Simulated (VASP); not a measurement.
Input of a VASP 6.6.1 run:

INCAR

```
PREC = Accurate ; ENCUT = 600
EDIFF = 1E-6 ; ISMEAR = -1
SIGMA = 0.05 ; LREAL = False
LASPH = True ; NELM = 120
ALGO = Normal ; ISIF = 2
LWAVE = False ; LCHARG = True
LELF = True ; LVHAR = True
NBANDS = 23 ; GGA_COMPAT = False
```

Contents of KPOINTS:

```
Automatic mesh
0
Gamma
  10 10 5
```

POSCAR

```
Ru
1.0
    2.6724726904      0.0000000000      0.0000000000
   -1.3362363452      2.3144292408      0.0000000000
    0.0000000000      0.0000000000      4.2291598813
Ru
2
Direct
    0.3333333333      0.6666666667      0.2500000000
    0.6666666667      0.3333333333      0.7500000000
```

Potentials or basis: VASP PAW LDA potentials, release 64 (Ru_sv).

The run is started by

```sh
$ cat potpaw_LDA.64/Ru_sv/POTCAR > POTCAR
$ mpirun -np 1 vasp_std > vasp.out
```

Q: Estimate the pressure.

A: 0.9 GPa.

Q: Predict the band gap on the k mesh.

A: Zero (band 16 reaches 17.30 eV, above the bottom of band 17 at 14.02 eV).

Stress tensor (GPa, compression positive):
```
 2.47  0.00  0.00
 0.00  2.47  0.00
 0.00  0.00 -2.10
```
